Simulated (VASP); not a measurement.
# Nb (Im-3m) in VASP: notebook

Runs on Nb. Level: PBEsol. Tasks: single point.

Everything below comes from runs of VASP 6.6.1. Logs are shortened: lines on timing, memory, paths and dates and some standing lists are left out, and cuts for length are marked.

### Step 1. The cell of the first run

The structure is cubic, space group Im-3m (No. 229). Conventional cell: a = 3.328 Å, b = 3.328 Å, c = 3.328 Å, α = 90.00°, β = 90.00°, γ = 90.00°. Within 3.8 Å of Nb (site symmetry m-3m) lie 14 Nb at 2.88 to 3.33 Å.

### Step 2. Single point, PBEsol

The input, INCAR:

```
  PREC = Accurate
  ENCUT = 520
  EDIFF = 1E-7
  ISMEAR = 0
  SIGMA = 0.15
  LREAL = F
  LASPH = T
  NELM = 80
  ALGO = Normal
  ISIF = 2
  LWAVE = F
  LCHARG = F
  GGA = PS
  NBANDS = 12
```

The input, KPOINTS:

```
Automatic mesh
0
Gamma
  20 20 20
```

The input, POSCAR:

```
Nb
1.0
   -1.6639500000      1.6639500000      1.6639500000
    1.6639500000     -1.6639500000      1.6639500000
    1.6639500000      1.6639500000     -1.6639500000
Nb
1
Direct
    0.0000000000      0.0000000000      0.0000000000
```

Potentials or basis: VASP PAW PBE potentials, release 64 (Nb_sv).

Command:

```sh
$ cat potpaw_PBE.64/Nb_sv/POTCAR > POTCAR
$ mpirun -np 1 vasp_std > vasp.out
```

OUTCAR:

```text
PREC = Accurate
   ENCUT = 520
   EDIFF = 1E-7
   ISMEAR = 0
   LREAL = F
   LASPH = T
   NELM = 80
   ISIF = 2
   GGA = PS

 ion  position               nearest neighbor table
   1  0.000  0.000  0.000-

  LATTYP: Found a body centered cubic cell.
 ALAT       =     3.3279000000

  Lattice vectors:

 A1 = (  -1.6639500000,   1.6639500000,   1.6639500000)
 A2 = (   1.6639500000,  -1.6639500000,   1.6639500000)
 A3 = (   1.6639500000,   1.6639500000,  -1.6639500000)

Analysis of symmetry for initial positions (statically):
=====================================================================
 Subroutine PRICEL returns:
 Original cell was already a primitive cell.

 Routine SETGRP: Setting up the symmetry group for a
 body centered cubic supercell.

 Subroutine GETGRP returns: Found 48 space group operations
 (whereof 48 operations were pure point group operations)
 out of a pool of 48 trial point group operations.

The static configuration has the point symmetry O_h .

Analysis of symmetry for dynamics (positions and initial velocities):
=====================================================================
 Subroutine PRICEL returns:
 Original cell was already a primitive cell.

 Routine SETGRP: Setting up the symmetry group for a
 body centered cubic supercell.

 Subroutine GETGRP returns: Found 48 space group operations
 (whereof 48 operations were pure point group operations)
 out of a pool of 48 trial point group operations.

The dynamic configuration has the point symmetry O_h .

 Subroutine INISYM returns: Found 48 space group operations
 (whereof 48 operations are pure point group operations),
 and found     1 'primitive' translations

----------------------------------------------------------------------------------------

                                     Primitive cell

  volume of cell :      18.4281

  direct lattice vectors                    reciprocal lattice vectors
    -1.663950000  1.663950000  1.663950000     0.000000000  0.300489798  0.300489798
     1.663950000 -1.663950000  1.663950000     0.300489798  0.000000000  0.300489798
     1.663950000  1.663950000 -1.663950000     0.300489798  0.300489798  0.000000000

  length of vectors
     2.882045941  2.882045941  2.882045941     0.424956748  0.424956748  0.424956748

  position of ions in fractional coordinates (direct lattice)
     0.000000000  0.000000000  0.000000000

  ion indices of the primitive-cell ions
   primitive index   ion index
                 1           1

----------------------------------------------------------------------------------------

 KPOINTS: Automatic mesh

Automatic generation of k-mesh.
 Grid dimensions read from file:
 generate k-points for:   20   20   20

 Generating k-lattice:

  Cartesian coordinates                     Fractional coordinates (reciprocal lattice)
     0.000000000  0.015024490  0.015024490     0.050000000  0.000000000  0.000000000
     0.015024490  0.000000000  0.015024490     0.000000000  0.050000000  0.000000000
     0.015024490  0.015024490  0.000000000     0.000000000  0.000000000  0.050000000

  Length of vectors
     0.021247837  0.021247837  0.021247837

  Shift w.r.t. Gamma in fractional coordinates (k-lattice)
     0.000000000  0.000000000  0.000000000

 Subroutine IBZKPT returns following result:
 ===========================================

 Found    256 irreducible k-points:

 Following reciprocal coordinates:
            Coordinates               Weight
  0.000000  0.000000  0.000000      1.000000
  0.050000  0.000000  0.000000     12.000000
  0.100000  0.000000  0.000000     12.000000
  0.150000  0.000000  0.000000     12.000000
  0.200000  0.000000  0.000000     12.000000
  0.250000  0.000000  0.000000     12.000000
[... 16 lines left out ...]
  0.200000  0.100000  0.000000     48.000000
  0.250000  0.100000  0.000000     48.000000
 [... further k-points ...]
   k-points           NKPTS =    256   k-points in BZ     NKDIM =    256   number of bands    NBANDS=     12
   number of dos      NEDOS =    301   number of ions     NIONS =      1
   total plane-waves  NPLWV =  13824
   dimension x,y,z NGX =    24 NGY =   24 NGZ =   24
   dimension x,y,z NGXF=    48 NGYF=   48 NGZF=   48
   ions per type =               1
   NGX,Y,Z   is equivalent  to a cutoff of  13.84, 13.84, 13.84 a.u.
   NGXF,Y,Z  is equivalent  to a cutoff of  27.69, 27.69, 27.69 a.u.
 SYSTEM =  unknown system
   PREC   = accura    normal or accurate (medium, high low for compatibility)
   ISTART =      0    job   : 0-new  1-cont  2-samecut
   ICHARG =      2    charge: 1-file 2-atom 10-const
   ISPIN  =      1    spin polarized calculation?
   LNONCOLLINEAR =      F non collinear calculations
   LSORBIT =      F    spin-orbit coupling
   LASPH  =      T    aspherical Exc in radial PAW
   ENCUT  =  520.0 eV  38.22 Ry    6.18 a.u.   5.36  5.36  5.36*2*pi/ulx,y,z
   NELM   =     80;   NELMIN=  2; NELMDL= -5     # of ELM steps
   EDIFF  = 0.1E-06   stopping-criterion for ELM
   LREAL  =      F    real-space projection
   EDIFFG = 0.1E-05   stopping-criterion for IOM
   NSW    =      0    number of steps for IOM
   IBRION =     -1    ionic relax: 0-MD 1-quasi-New 2-CG
   NFREE  =      0    steps in history (QN), initial steepest desc. (CG)
   ISIF   =      2    stress and relaxation
   ISYM   =      2    0-nonsym 1-usesym 2-fastsym
   POTIM  = 0.5000    time-step for ionic-motion
   TEBEG  =    0.0;   TEEND  =   0.0 temperature during run
   PSTRESS=    0.0 pullay stress
   NELECT =      13.0000    total number of electrons
   NUPDOWN=      -1.0000    fix difference up-down
   EMIN   =  10.00;   EMAX   =-10.00  energy-range for DOS
   EFERMI =   0.00;   METHOD = LEGACY
   ISMEAR =     0;   SIGMA  =   0.15  broadening in eV -4-tet -1-fermi 0-gaus
   EFERMI_NEDOS =   21; number of points for ismear=-14 and -15
   IALGO  =     38    algorithm
   IMIX   =      4    mixing-type and parameters
     AMIX     =   0.40;   BMIX     =  1.00
     AMIX_MAG =   1.60;   BMIX_MAG =  1.00
  volume/ion in A,a.u.               =      18.43       124.36
  Fermi-wavevector in a.u.,A,eV,Ry     =   1.457345  2.753983 28.896790  2.123854
  Thomas-Fermi vector in A             =   2.574157
   LORBIT       =      0    0 simple, 1 ext, 2 COOP (PROOUT), +10 PAW based schemes
   GGA     = PS    functional components
   LHFCALC =     F    Hartree Fock is set to
   AEXX    =    0.0000 exact exchange contribution
   IVDW    =     0    specifies the selected vdW correction
   LEPSILON=     F    determine dielectric tensor
   LRPA    =     F    only Hartree local field effects (RPA)
 non-spin polarized calculation
 Gauss-broadening in eV      SIGMA  =   0.15
  energy-cutoff  :      520.00
  volume of cell :       18.43
 maximum number of plane-waves:       531
 NGX is ok and might be reduce to    24
   NGX = 11   NGY = 11   NGZ = 11

 number of electron      12.9999999 magnetization

 Free energy of the ion-electron system (eV)
  ---------------------------------------------------
  ext. energy  EPLUGINS =         0.00000000
  ---------------------------------------------------
  free energy    TOTEN  =       -10.93469826 eV

  energy without entropy =      -10.91755877  energy(sigma->0) =      -10.92612852

 E-fermi :  10.7364     XC(G=0): -12.5111

 val. band max:       10.7354009835   @ k =   0.1500   0.0500   0.0000
 cond. band min:      10.7385083728   @ k =  -0.4500   0.4500   0.2000
 fundamental gap:      0.0031073893
 Fermi energy:        10.7364313808

 k-point     1 :       0.0000    0.0000    0.0000
  band No.  band energies     occupation
      1     -43.5687      2.00000
      2     -18.9318      2.00000
      3     -18.9318      2.00000
      4     -18.9318      2.00000
      5       4.7996      2.00000
      6      11.1019      0.00057
      7      11.1019      0.00057
      8      11.1019      0.00057
      9      13.9361      0.00000
     10      13.9361      0.00000
     11      24.8774      0.00000
     12      24.8774      0.00000

 k-point     2 :       0.0500    0.0000    0.0000
  band No.  band energies     occupation
      1     -43.5633      2.00000
      2     -18.9654      2.00000
      3     -18.9420      2.00000
      4     -18.9321      2.00000
      5       4.9013      2.00000
      6      11.0394      0.00428
      7      11.0881      0.00091
      8      11.1984      0.00001
      9      13.8380      0.00000
     10      13.9364      0.00000
     11      24.9614      0.00000
     12      25.0636      0.00000

 k-point     3 :       0.1000    0.0000    0.0000
  band No.  band energies     occupation
      1     -43.5475      2.00000
      2     -19.0622      2.00000
      3     -18.9716      2.00000
      4     -18.9328      2.00000
      5       5.1955      2.00000
      6      10.8641      0.22881
      7      11.0314      0.00542
      8      11.4847      0.00000
      9      13.6126      0.00000
     10      13.9410      0.00000
     11      25.1761      0.00000
     12      25.5658      0.00000

 k-point     4 :       0.1500    0.0000    0.0000
  band No.  band energies     occupation
      1     -43.5229      2.00000
      2     -19.2107      2.00000
      3     -19.0174      2.00000
      4     -18.9340      2.00000
      5       5.6488      2.00000
      6      10.6067      1.77881
      7      10.9035      0.11524
      8      11.9522      0.00000
      9      13.4111      0.00000
     10      13.9602      0.00000
     11      25.3943      0.00000
     12      26.3807      0.00000

 k-point     5 :       0.2000    0.0000    0.0000
  band No.  band energies     occupation
      1     -43.4917      2.00000
      2     -19.3940      2.00000
      3     -19.0746      2.00000
      4     -18.9355      2.00000
      5       6.1957      2.00000
      6      10.3055      1.99995
      7      10.7261      1.07768
      8      12.5855      0.00000
      9      13.3487      0.00000
     10      14.0057      0.00000
     11      25.3821      0.00000
     12      26.7631      0.00000
[... 228 lines left out ...]
      1     -43.5090      2.00000
      2     -19.2899      2.00000
      3     -19.0171      2.00000
      4     -18.9639      2.00000
      5       5.9107      2.00000
      6      10.5694      1.88464
      7      10.6666      1.48984
      8      12.3027      0.00000
      9      13.2190      0.00000
     10      14.0879      0.00000
     11      25.7276      0.00000
     12      26.4013      0.00000

 k-point    22 :       0.1500    0.1000    0.0000
  band No.  band energies     occupation
      1     -43.4793      2.00000
      2     -19.4535      2.00000
      3     -19.0727      2.00000
      4     -18.9739      2.00000
      5       6.4466      2.00000
      6      10.3018      1.99996
      7      10.4518      1.99271
      8      12.9698      0.00000
      9      13.1270      0.00000
     10      14.2088      0.00000
     11      25.8522      0.00000
     12      26.5165      0.00000

 k-point    23 :       0.2000    0.1000    0.0000
  band No.  band energies     occupation
      1     -43.4461      2.00000
      2     -19.6286      2.00000
      3     -19.1424      2.00000
      4     -18.9791      2.00000
      5       6.9808      2.00000
      6       9.9990      2.00000
      7      10.3302      1.99987
      8      13.1650      0.00000
      9      13.7952      0.00000
     10      14.3345      0.00000
     11      25.2921      0.00000
     12      26.3154      0.00000

 k-point    24 :       0.2500    0.1000    0.0000
  band No.  band energies     occupation
      1     -43.4128      2.00000
      2     -19.7989      2.00000
      3     -19.2141      2.00000
      4     -18.9829      2.00000
      5       7.3600      2.00000
      6       9.7252      2.00000
      7      10.4344      1.99559
      8      13.3396      0.00000
      9      14.4366      0.00000
     10      14.7242      0.00000
     11      24.4605      0.00000
     12      25.5916      0.00000

 [... further k-points ...]

------------------------ aborting loop because EDIFF is reached ----------------------------------------

  FORCE on cell =-STRESS in cart. coord.  units (eV):
  Direction    XX          YY          ZZ          XY          YZ          ZX
  --------------------------------------------------------------------------------------
  -------------------------------------------------------------------------------------
  Total       -1.0062908     -1.0062908     -1.0062908      0.0000000      0.0000000     -0.0000000
  in kB      -87.4889619    -87.4889619    -87.4889619      0.0000000      0.0000000     -0.0000000
  external PRESSURE =     -87.4889619 kB  Pullay stress =       0.0000000 kB

 VOLUME and BASIS-vectors are now :
 -----------------------------------------------------------------------------
  energy-cutoff  :      520.00
  volume of cell :       18.43
      direct lattice vectors                 reciprocal lattice vectors
    -1.663950000  1.663950000  1.663950000     0.000000000  0.300489798  0.300489798
     1.663950000 -1.663950000  1.663950000     0.300489798  0.000000000  0.300489798
     1.663950000  1.663950000 -1.663950000     0.300489798  0.300489798  0.000000000

 POSITION                                       TOTAL-FORCE (eV/Angst)
 -----------------------------------------------------------------------------------
      0.00000      0.00000      0.00000         0.000000     -0.000000     -0.000000
 -----------------------------------------------------------------------------------
    total drift:                                0.000000      0.000000      0.000000

  FREE ENERGIE OF THE ION-ELECTRON SYSTEM (eV)
  ---------------------------------------------------
  free  energy   TOTEN  =       -10.9346982624 eV

  energy  without entropy=      -10.9175587730  energy(sigma->0) =      -10.92612852
```

Run time: 19 s. Hardware: 1 thread of Intel Xeon 6975P-C (Granite Rapids), shared host; peak memory 0.17 GiB.

What came out:

```yaml
Free_energy: -10.9347 eV
Pressure: -8.7 GPa
```

Caveat: the PAW data sets were made with another functional, which shifts forces and pressure a little.

### Step 3. Single point, PBEsol

The input, INCAR:

```
SYSTEM = Nb
ALGO = Normal
EDIFF = 1E-6
ENCUT = 520
GGA = PS
ISIF = 2
ISMEAR = 0
LASPH = .True.
LCHARG = .False.
LREAL = .False.
LWAVE = .False.
NBANDS = 12
NELM = 80
PREC = Accurate
SIGMA = 0.15
```

The input, KPOINTS:

```
k-points
0
Gamma
  22 22 22
  0 0 0
```

POSCAR is that of step 2.

Potentials or basis: VASP PAW PBE potentials, release 64 (Nb_sv).

Command:

```sh
$ cat potpaw_PBE.64/Nb_sv/POTCAR > POTCAR
$ mpirun -np 1 vasp_std > vasp.out
```

Wall time 21 s (1 thread of Intel Xeon 6975P-C (Granite Rapids), shared host); peak memory 0.19 GiB.

Results (log left out):

```
Free energy : -10.9355 eV
Pressure    : -8.7 GPa
```

Levels at points of the mesh, in eV from the Fermi level:
```tsv
k point	band 4	band 5	band 6	band 7	band 8	band 9
(0.00, 0.00, 0.00)	-29.66	-5.92	0.38	0.38	0.38	3.21
(0.50, 0.00, 0.00)	-29.67	-3.64	-1.59	2.18	3.23	3.90
(0.50, 0.50, 0.50)	-30.53	-3.60	-3.60	5.49	5.49	5.49
```

Caveat: the PAW data sets were made with another functional, which shifts forces and pressure a little.
